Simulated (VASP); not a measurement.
Set up this calculation in VASP 6.6.1, as the native input.

| Item | Value |
| --- | --- |
| Task | single point |
| Functional | PBE |
| Potentials or basis | VASP PAW PBE potentials, release 64 (V_sv) |
| Cutoff | 520 eV |
| k mesh | 12 × 12 × 6 |
| Occupations | fermi-dirac, width 0.05 eV |
| Spin | collinear spin, ferrimagnetic start |
| Starting moments | [2.0, -1.0] μB |
| Dipole correction | no |
| Further INCAR settings | ALGO = Normal; EDIFF = 1e-06; NBANDS = 24 |

The structure of V lies in POSCAR:

```
V
1.0
    2.6042941027      0.0000000000      0.0000000000
   -1.3021470513      2.2553848518      0.0000000000
    0.0000000000      0.0000000000      4.7233360000
V
2
Direct
    0.3333333333      0.6666666667      0.2500000000
    0.6666666667      0.3333333333      0.7500000000
```

These files were run (other wordings do the same):

INCAR

```
PREC = Accurate ; ENCUT = 520
EDIFF = 1E-6 ; ISMEAR = -1
SIGMA = 0.05 ; LREAL = False
LASPH = True ; NELM = 150
ALGO = Normal ; ISIF = 2
LWAVE = False ; LCHARG = True
ISPIN = 2 ; MAGMOM = 2 -1
LORBIT = 11 ; LMAXMIX = 4
GGA = PE ; LELF = True
LVHAR = True ; NBANDS = 24
```

KPOINTS

```
regular mesh
0
Gamma
  12 12 6
```

Potentials or basis: VASP PAW PBE potentials, release 64 (V_sv).

Run with:

```bash
$ cat potpaw_PBE.64/V_sv/POTCAR > POTCAR
$ mpirun -np 1 vasp_std > vasp.out
```

Results of the run:

The pressure is -0.3 GPa and the band gap on the k mesh is zero (filled and empty bands overlap). The net moment is 0.00 μB per cell and the valence electrons inside the program's atomic spheres are V 11.63.

It took 79 s on 1 thread of Intel(R) Xeon(R) Platinum 8259CL CPU @ 2.50GHz (Skylake/Cascade Lake) (shared host), peak memory 0.19 GiB.
